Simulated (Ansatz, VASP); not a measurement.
One calculation of Ti, two programs

```
Ti
1.0
     0.00000    1.99447    2.03000
     2.06553    0.00000    2.03000
     2.06553    1.99447    0.00000
Ti
1
Direct
  0.00000 0.00000 0.00000
```

Change from the starting cell: strain +0.0175 x Voigt [1, -1, 0, 0, 0, 0], atoms carried along.

Alike in both runs: task single point; functional r2SCAN; k mesh 20 × 20 × 20; occupations gaussian, width 0.15 eV; no spin polarisation.

|  | VASP | Ansatz |
| --- | --- | --- |
| version | VASP 6.6.1 | Ansatz 0.2.0 |
| potentials or method | VASP PAW PBE potentials, release 64 (Ti_sv), cutoff 520 eV | scalar-relativistic, plane waves, PAW |
| valence electrons in the cell | 12 | 12 |

Ansatz gave:

- gap on the k mesh at the Fermi level (eV): none
- pressure (GPa): 4.4
- traceless stress, the component that is largest in VASP (GPa): 0.58

Problem. Estimate VASP's values.

Solution. gap on the k mesh at the Fermi level (eV): none; pressure (GPa): 4.9; traceless stress, the component that is largest in VASP (GPa): 0.59.

VASP's potentials were made for PBE, not for r2SCAN. A gap of «none» marks a metal or a gap that the smearing closes. With one functional, cell and mesh, what is left measures potentials, basis and numerics.
